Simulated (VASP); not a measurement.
Set up this calculation in VASP 6.6.1, as the native input.

| Item | Value |
| --- | --- |
| Task | single point |
| Functional | PBE |
| Potentials or basis | VASP PAW PBE potentials, release 64 (Rh_pv) |
| Cutoff | 520 eV |
| k mesh | 13 × 13 × 13 |
| Occupations | fermi-dirac, width 0.05 eV |
| Spin | no spin polarisation |
| Dipole correction | no |
| Further INCAR settings | ALGO = Normal; EDIFF = 1e-06; NBANDS = 22 |

The structure of Rh lies in POSCAR:

```
Rh
1.0
    0.0000000000      2.6412646105      2.6412646105
    2.6412646105      0.0000000000      2.6412646105
    2.6412646105      2.6412646105      0.0000000000
Rh
2
Direct
   -0.1250000000     -0.1250000000     -0.1250000000
    0.1250000000      0.1250000000      0.1250000000
```

This cell differs from its parent crystal: volume scaled by 0.88.

The input as run:

INCAR

```
SYSTEM = Rh
  PREC = Accurate
  ENCUT = 520
  EDIFF = 1E-6
  ISMEAR = -1
  SIGMA = 0.05
  LREAL = .False.
  LASPH = .True.
  NELM = 80
  ALGO = Normal
  ISIF = 2
  LWAVE = .False.
  LCHARG = .False.
  GGA = PE
  NBANDS = 22
```

KPOINTS

```
regular mesh
0
Gamma
  13 13 13
  0 0 0
```

Potentials or basis: VASP PAW PBE potentials, release 64 (Rh_pv).

Command:

```console
$ cat potpaw_PBE.64/Rh_pv/POTCAR > POTCAR
$ mpirun -np 1 vasp_std > vasp.out
```

Results of the run:

```json
{
  "Pressure": "23.2 GPa",
  "Band gap on the k mesh": "zero (band 15 reaches 8.84 eV, above the bottom of band 16 at 7.46 eV)"
}
```

It took 28 s on 1 thread of Intel(R) Xeon(R) 6975P-C (Granite Rapids), with other jobs on the host, peak memory 0.19 GiB.
